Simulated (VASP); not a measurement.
# V in VASP: further runs

V is run at these levels: PBEsol; tasks: electric field gradients.

All numbers are computed with VASP 6.6.1; they aren't measurements. Logs are shortened: lines on timing, memory, paths and dates and some standing lists are left out, and cuts for length are marked.

**1. The cell of the first run**

It takes space group Im-3m (No. 229, cubic). The conventional cell has a = 3.036 Å, b = 3.036 Å, c = 3.036 Å, α = 90.00°, β = 90.00°, γ = 90.00°. Within 3.5 Å of V (site symmetry m-3m) lie 14 V at 2.63 to 3.04 Å.

**2. Electric field gradients, PBEsol, collinear spin, ferromagnetic start (13.99 Å³/atom)**

Input file INCAR:

```
  PREC = Accurate
  ENCUT = 520
  EDIFF = 1E-8
  ISMEAR = -1
  SIGMA = 0.03
  LREAL = False
  LASPH = True
  NELM = 150
  ALGO = Normal
  ISIF = 2
  LWAVE = False
  LCHARG = False
  ISPIN = 2
  MAGMOM = 1.5
  LORBIT = 11
  LMAXMIX = 4
  GGA = PS
  LEFG = True
  NBANDS = 16
```

Input file KPOINTS:

```
Automatic mesh
0
Gamma
  19 19 19
```

Input file POSCAR:

```
V
1.0
   -1.5180266150      1.5180266150      1.5180266150
    1.5180266150     -1.5180266150      1.5180266150
    1.5180266150      1.5180266150     -1.5180266150
V
1
Direct
    0.0000000000      0.0000000000      0.0000000000
```

Potentials or basis: VASP PAW PBE potentials, release 64 (V_sv).

Command:

```sh
cat potpaw_PBE.64/V_sv/POTCAR > POTCAR
mpirun -np 1 vasp_std > vasp.out
```

OUTCAR:

```text
PREC = Accurate
   ENCUT = 520
   EDIFF = 1E-8
   ISMEAR = -1
   LREAL = False
   LASPH = True
   NELM = 150
   ISIF = 2
   ISPIN = 2
   LORBIT = 11
   GGA = PS

 ion  position               nearest neighbor table
   1  0.000  0.000  0.000-

  LATTYP: Found a body centered cubic cell.
 ALAT       =     3.0360532300

  Lattice vectors:

 A1 = (  -1.5180266150,   1.5180266150,   1.5180266150)
 A2 = (   1.5180266150,  -1.5180266150,   1.5180266150)
 A3 = (   1.5180266150,   1.5180266150,  -1.5180266150)

Analysis of symmetry for initial positions (statically):
=====================================================================
 Subroutine PRICEL returns:
 Original cell was already a primitive cell.

 Routine SETGRP: Setting up the symmetry group for a
 body centered cubic supercell.

 Subroutine GETGRP returns: Found 48 space group operations
 (whereof 48 operations were pure point group operations)
 out of a pool of 48 trial point group operations.

The static configuration has the point symmetry O_h .

Analysis of symmetry for dynamics (positions and initial velocities):
=====================================================================
 Subroutine PRICEL returns:
 Original cell was already a primitive cell.

 Routine SETGRP: Setting up the symmetry group for a
 body centered cubic supercell.

 Subroutine GETGRP returns: Found 48 space group operations
 (whereof 48 operations were pure point group operations)
 out of a pool of 48 trial point group operations.

The dynamic configuration has the point symmetry O_h .

Analysis of structural, dynamic, and magnetic symmetry:
=====================================================================
 Subroutine PRICEL returns:
 Original cell was already a primitive cell.

 Routine SETGRP: Setting up the symmetry group for a
 body centered cubic supercell.

 Subroutine GETGRP returns: Found 48 space group operations
 (whereof 48 operations were pure point group operations)
 out of a pool of 48 trial point group operations.

The overall configuration has the point symmetry O_h .

 Subroutine INISYM returns: Found 48 space group operations
[... 145 lines left out ...]

 val. band max:        9.0888135279   @ k =  -0.2632   0.3684   0.1053
 cond. band min:       9.1003582258   @ k =   0.1053   0.1053   0.0000
 fundamental gap:      0.0115446979
 Fermi energy:         9.0900808577

 spin component 1

 k-point     1 :       0.0000    0.0000    0.0000
  band No.  band energies     occupation
      1     -54.4259      1.00000
      2     -27.8854      1.00000
      3     -27.8854      1.00000
      4     -27.8854      1.00000
      5       2.5850      1.00000
      6       9.5003      0.00000
[... 435 lines left out ...]
      5       6.1214      1.00000
      6       8.2552      1.00000
[... 8 lines left out ...]
     15      36.1046      0.00000
     16      37.1685      0.00000

 [... further k-points ...]

 spin component 2

 k-point     1 :       0.0000    0.0000    0.0000
  band No.  band energies     occupation
      1     -54.4259      1.00000
      2     -27.8854      1.00000
      3     -27.8854      1.00000
      4     -27.8854      1.00000
      5       2.5850      1.00000
      6       9.5003      0.00000
[... 435 lines left out ...]
      5       6.1214      1.00000
      6       8.2552      1.00000
[... 8 lines left out ...]
     15      36.1046      0.00000
     16      37.1685      0.00000

 [... further k-points ...]

------------------------ aborting loop because EDIFF is reached ----------------------------------------

  FORCE on cell =-STRESS in cart. coord.  units (eV):
  Direction    XX          YY          ZZ          XY          YZ          ZX
  --------------------------------------------------------------------------------------
  -------------------------------------------------------------------------------------
  Total       -1.1435586     -1.1435586     -1.1435586     -0.0000000     -0.0000000      0.0000000
  in kB     -130.9395560   -130.9395560   -130.9395560     -0.0000000     -0.0000000      0.0000000
  external PRESSURE =    -130.9395560 kB  Pullay stress =       0.0000000 kB

 VOLUME and BASIS-vectors are now :
 -----------------------------------------------------------------------------
  energy-cutoff  :      520.00
  volume of cell :       13.99
      direct lattice vectors                 reciprocal lattice vectors
    -1.518026615  1.518026615  1.518026615     0.000000000  0.329374989  0.329374989
     1.518026615 -1.518026615  1.518026615     0.329374989  0.000000000  0.329374989
     1.518026615  1.518026615 -1.518026615     0.329374989  0.329374989  0.000000000

 POSITION                                       TOTAL-FORCE (eV/Angst)
 -----------------------------------------------------------------------------------
      0.00000      0.00000      0.00000        -0.000000     -0.000000      0.000000
 -----------------------------------------------------------------------------------
    total drift:                                0.000000     -0.000000      0.000000

  FREE ENERGIE OF THE ION-ELECTRON SYSTEM (eV)
  ---------------------------------------------------
  free  energy   TOTEN  =        -9.5930113688 eV

  energy  without entropy=       -9.5875032707  energy(sigma->0) =       -9.59025732

 Electric field gradients (V/A^2)
---------------------------------------------------------------------
 ion       V_xx      V_yy      V_zz      V_xy      V_xz      V_yz
---------------------------------------------------------------------
   1      -0.000    -0.000    -0.000     0.003     0.003     0.003
---------------------------------------------------------------------

 Electric field gradients after diagonalization (V/A^2)
 (convention: |V_zz| > |V_xx| > |V_yy|)
----------------------------------------------------------------------
 ion       V_xx      V_yy      V_zz     asymmetry (V_yy - V_xx)/ V_zz
----------------------------------------------------------------------
   1      -0.003    -0.003     0.006       0.000
----------------------------------------------------------------------

           NMR quadrupolar parameters

 Cq : quadrupolar parameter    Cq=e*Q*V_zz/h
 eta: asymmetry parameters     (V_yy - V_xx)/ V_zz
 Q  : nuclear electric quadrupole moment in mb (millibarn)
----------------------------------------------------------------------
 ion       Cq(MHz)       eta       Q (mb)
----------------------------------------------------------------------
   1       0.000       0.000       1.000
----------------------------------------------------------------------

 total charge

# of ion       s       p       d       tot
------------------------------------------
    1        2.332   6.211   3.050  11.593

 magnetization (x)

# of ion       s       p       d       tot
------------------------------------------
    1        0.000   0.000   0.000   0.000
```

OSZICAR:

```text
N       E                     dE             d eps       ncg     rms          rms(c)
DAV:   1     0.911398289055E+02    0.91140E+02   -0.64911E+03 14256   0.882E+02
DAV:   2    -0.942918242494E+01   -0.10057E+03   -0.96662E+02 15544   0.269E+02
DAV:   3    -0.109179847069E+02   -0.14888E+01   -0.14865E+01 15848   0.356E+01
DAV:   4    -0.109238340513E+02   -0.58493E-02   -0.58493E-02 16904   0.236E+00
DAV:   5    -0.109238859180E+02   -0.51867E-04   -0.51867E-04 16008   0.208E-01    0.192E+01
DAV:   6    -0.959245417974E+01    0.13314E+01   -0.18870E+00 14400   0.234E+01    0.200E+00
DAV:   7    -0.959686575440E+01   -0.44116E-02   -0.82869E-02 15640   0.265E+00    0.146E+00
DAV:   8    -0.959497645799E+01    0.18893E-02   -0.52972E-03 15736   0.843E-01    0.840E-01
DAV:   9    -0.959278684069E+01    0.21896E-02   -0.14057E-03 16064   0.447E-01    0.163E-01
DAV:  10    -0.959299471008E+01   -0.20787E-03   -0.53003E-04 15632   0.210E-01    0.338E-02
DAV:  11    -0.959300766802E+01   -0.12958E-04   -0.25468E-05 16160   0.513E-02    0.153E-02
DAV:  12    -0.959301150056E+01   -0.38325E-05   -0.38498E-06 15056   0.199E-02    0.399E-03
DAV:  13    -0.959301139075E+01    0.10981E-06   -0.51453E-08 16256   0.268E-03    0.840E-04
DAV:  14    -0.959301137344E+01    0.17307E-07   -0.43951E-09 10184   0.468E-04    0.230E-04
DAV:  15    -0.959301136882E+01    0.46150E-08   -0.84407E-10  7512   0.300E-04
   1 F= -.95930114E+01 E0= -.95902573E+01  d E =-.550810E-02  mag=    -0.0000
```

It took 2.1 min on 1 thread of AMD EPYC 7R43 (Zen 3), shared host; peak memory 0.15 GiB.

What came out:

```
Free energy                                           : -9.5930 eV
Pressure                                              : -13.1 GPa
Net moment                                            : 0.00 μB per cell
Largest electric field gradient by atom               : zero within the noise of the run
Valence electrons inside the program's atomic spheres : V 11.59
```

Caveat: the cell stands under tension; the PAW data sets were made with another functional, which shifts forces and pressure a little.

**3. Electric field gradients, PBEsol, collinear spin, ferromagnetic start (14.41 Å³/atom)**

This run uses another cell than the first one, of 14.41 Å³/atom.

Input file INCAR:

```
SYSTEM = V
ALGO     = Normal         ! electronic algorithm
EDIFF    = 1E-8           ! SCF threshold, eV
ENCUT    = 520            ! plane-wave cutoff, eV
GGA      = PS             ! functional
ISIF     = 2              ! what is computed and relaxed
ISMEAR   = -1             ! smearing method
ISPIN    = 2              ! spin polarisation
LASPH    = .TRUE.         ! aspherical terms in the spheres
LCHARG   = .FALSE.        ! write CHGCAR
LEFG     = .TRUE.       
LMAXMIX  = 4              ! l up to which the mixer works
LORBIT   = 11             ! projections on sites
LREAL    = .FALSE.        ! projectors in reciprocal space
LWAVE    = .FALSE.        ! write WAVECAR
MAGMOM   = 1.5            ! initial moments
NBANDS   = 16             ! bands
NELM     = 150            ! most SCF steps
PREC     = Accurate       ! precision mode
SIGMA    = 0.03           ! smearing width, eV
```

Input file KPOINTS:

```
k-points
0
G
  19 19 19
  0 0 0
```

Input file POSCAR:

```
V
1.0
   -1.5329101780      1.5329101780      1.5329101780
    1.5329101780     -1.5329101780      1.5329101780
    1.5329101780      1.5329101780     -1.5329101780
V
1
Direct
    0.0000000000      0.0000000000      0.0000000000
```

Potentials or basis: VASP PAW PBE potentials, release 64 (V_sv).

Command:

```sh
cat potpaw_PBE.64/V_sv/POTCAR > POTCAR
mpirun -np 1 vasp_std > vasp.out
```

OUTCAR:

```text
SYSTEM = V
   EDIFF = 1E-8
   ENCUT = 520
   GGA = PS
   ISIF = 2
   ISMEAR = -1
   ISPIN = 2
   LASPH = .TRUE.
   LORBIT = 11
   LREAL = .FALSE.
   NELM = 150
   PREC = Accurate

 ion  position               nearest neighbor table
   1  0.000  0.000  0.000-

  LATTYP: Found a body centered cubic cell.
 ALAT       =     3.0658203560

  Lattice vectors:

 A1 = (  -1.5329101780,   1.5329101780,   1.5329101780)
 A2 = (   1.5329101780,  -1.5329101780,   1.5329101780)
 A3 = (   1.5329101780,   1.5329101780,  -1.5329101780)

Analysis of symmetry for initial positions (statically):
=====================================================================
 Subroutine PRICEL returns:
 Original cell was already a primitive cell.

 Routine SETGRP: Setting up the symmetry group for a
 body centered cubic supercell.

 Subroutine GETGRP returns: Found 48 space group operations
 (whereof 48 operations were pure point group operations)
 out of a pool of 48 trial point group operations.

The static configuration has the point symmetry O_h .

Analysis of symmetry for dynamics (positions and initial velocities):
=====================================================================
 Subroutine PRICEL returns:
 Original cell was already a primitive cell.

 Routine SETGRP: Setting up the symmetry group for a
 body centered cubic supercell.

 Subroutine GETGRP returns: Found 48 space group operations
 (whereof 48 operations were pure point group operations)
 out of a pool of 48 trial point group operations.

The dynamic configuration has the point symmetry O_h .

Analysis of structural, dynamic, and magnetic symmetry:
[... 632 lines left out ...]
      6       9.1451      0.00000
[... 435 lines left out ...]
      5       5.8281      1.00000
      6       7.9496      1.00000
[... 8 lines left out ...]
     15      35.2359      0.00000
     16      36.2849      0.00000

 [... further k-points ...]

------------------------ aborting loop because EDIFF is reached ----------------------------------------

  FORCE on cell =-STRESS in cart. coord.  units (eV):
  Direction    XX          YY          ZZ          XY          YZ          ZX
  --------------------------------------------------------------------------------------
  -------------------------------------------------------------------------------------
  Total       -1.5341990     -1.5341990     -1.5341990     -0.0000000      0.0000000      0.0000000
  in kB     -170.6012297   -170.6012297   -170.6012297     -0.0000000      0.0000000      0.0000000
  external PRESSURE =    -170.6012297 kB  Pullay stress =       0.0000000 kB

 VOLUME and BASIS-vectors are now :
 -----------------------------------------------------------------------------
  energy-cutoff  :      520.00
  volume of cell :       14.41
      direct lattice vectors                 reciprocal lattice vectors
    -1.532910178  1.532910178  1.532910178     0.000000000  0.326176972  0.326176972
     1.532910178 -1.532910178  1.532910178     0.326176972  0.000000000  0.326176972
     1.532910178  1.532910178 -1.532910178     0.326176972  0.326176972  0.000000000

 POSITION                                       TOTAL-FORCE (eV/Angst)
 -----------------------------------------------------------------------------------
      0.00000      0.00000      0.00000        -0.000000     -0.000000     -0.000000
 -----------------------------------------------------------------------------------
    total drift:                                0.000000     -0.000000     -0.000000

  FREE ENERGIE OF THE ION-ELECTRON SYSTEM (eV)
  ---------------------------------------------------
  free  energy   TOTEN  =        -9.5539022150 eV

  energy  without entropy=       -9.5481075658  energy(sigma->0) =       -9.55100489

 Electric field gradients (V/A^2)
---------------------------------------------------------------------
 ion       V_xx      V_yy      V_zz      V_xy      V_xz      V_yz
---------------------------------------------------------------------
   1       0.000    -0.000    -0.000     0.002     0.002     0.002
---------------------------------------------------------------------

 Electric field gradients after diagonalization (V/A^2)
 (convention: |V_zz| > |V_xx| > |V_yy|)
----------------------------------------------------------------------
 ion       V_xx      V_yy      V_zz     asymmetry (V_yy - V_xx)/ V_zz
----------------------------------------------------------------------
   1      -0.002    -0.002     0.004       0.000
----------------------------------------------------------------------

           NMR quadrupolar parameters

 Cq : quadrupolar parameter    Cq=e*Q*V_zz/h
 eta: asymmetry parameters     (V_yy - V_xx)/ V_zz
 Q  : nuclear electric quadrupole moment in mb (millibarn)
----------------------------------------------------------------------
 ion       Cq(MHz)       eta       Q (mb)
----------------------------------------------------------------------
   1       0.000       0.000       1.000
----------------------------------------------------------------------

 total charge

# of ion       s       p       d       tot
------------------------------------------
    1        2.324   6.202   3.021  11.547

 magnetization (x)

# of ion       s       p       d       tot
------------------------------------------
    1        0.000   0.000   0.000   0.000
```

OSZICAR:

```text
N       E                     dE             d eps       ncg     rms          rms(c)
DAV:   1     0.937252880907E+02    0.93725E+02   -0.64537E+03 14176   0.879E+02
DAV:   2    -0.940128222473E+01   -0.10313E+03   -0.99117E+02 15456   0.271E+02
DAV:   3    -0.109349039460E+02   -0.15336E+01   -0.15318E+01 16168   0.361E+01
DAV:   4    -0.109411259253E+02   -0.62220E-02   -0.62219E-02 16576   0.243E+00
DAV:   5    -0.109411833525E+02   -0.57427E-04   -0.57427E-04 16248   0.217E-01    0.185E+01
DAV:   6    -0.955200184854E+01    0.13892E+01   -0.19956E+00 14368   0.239E+01    0.190E+00
DAV:   7    -0.955824751801E+01   -0.62457E-02   -0.87913E-02 15416   0.269E+00    0.135E+00
DAV:   8    -0.955520399551E+01    0.30435E-02   -0.53649E-03 15856   0.858E-01    0.834E-01
DAV:   9    -0.955363541862E+01    0.15686E-02   -0.14233E-03 16104   0.443E-01    0.148E-01
DAV:  10    -0.955386969391E+01   -0.23428E-03   -0.51601E-04 15520   0.205E-01    0.434E-02
DAV:  11    -0.955389613983E+01   -0.26446E-04   -0.37522E-05 16712   0.558E-02    0.161E-02
DAV:  12    -0.955390202933E+01   -0.58895E-05   -0.34991E-06 14864   0.195E-02    0.514E-03
DAV:  13    -0.955390221465E+01   -0.18532E-06   -0.10496E-07 16344   0.374E-03    0.159E-03
DAV:  14    -0.955390221500E+01   -0.35038E-09   -0.19840E-08 13000   0.877E-04
   1 F= -.95539022E+01 E0= -.95510049E+01  d E =-.579465E-02  mag=     0.0000
```

stdout:

```text
POSCAR found type information on POSCAR V
 POSCAR found :  1 types and       1 ions
 scaLAPACK will be used
 -----------------------------------------------------------------------------
|                                                                             |
|                                                                             |
|     You enforced a specific xc type in the INCAR file but a different       |
|     I HOPE YOU KNOW WHAT YOU ARE DOING!                                     |
|                                                                             |
 -----------------------------------------------------------------------------

 LDA part: xc-table for (Slater+PW92), standard interpolation
 POSCAR, INCAR and KPOINTS ok, starting setup
 FFT: planning ... GRIDC
 FFT: planning ... GRID_SOFT
 FFT: planning ... GRID
 WAVECAR not read
 entering main loop
ion   1
```

Run time: 2 min. Hardware: 1 thread of AMD EPYC 7R43 (Zen 3), shared host; peak memory 0.15 GiB.

Results:

```yaml
Free_energy: -9.5539 eV
Pressure: -17.1 GPa
Net_moment: 0.00 μB per cell
Largest_electric_field_gradient_by_atom: zero within the noise of the run
Valence_electrons_inside_the_program's_atomic_spheres: V 11.55
```

Levels at points of the mesh, in eV from the Fermi level:
Spin up:
| k point | band 5 | band 6 | band 7 | band 8 | band 9 | band 10 |
| --- | --- | --- | --- | --- | --- | --- |
| (0.00, 0.00, 0.00) | -6.43 | 0.40 | 0.40 | 0.40 | 2.24 | 2.24 |
Spin down:
| k point | band 3 | band 4 | band 5 | band 6 | band 7 | band 8 | band 9 | band 10 | band 11 | band 12 |
| --- | --- | --- | --- | --- | --- | --- | --- | --- | --- | --- |
| (0.00, 0.00, 0.00) | -37.05 | -37.05 | -6.43 | 0.40 | 0.40 | 0.40 | 2.24 | 2.24 | 19.97 | 19.97 |

Caveat: the cell stands under tension; the PAW data sets were made with another functional, which shifts forces and pressure a little.

(Part 1 of 2 ends here.)
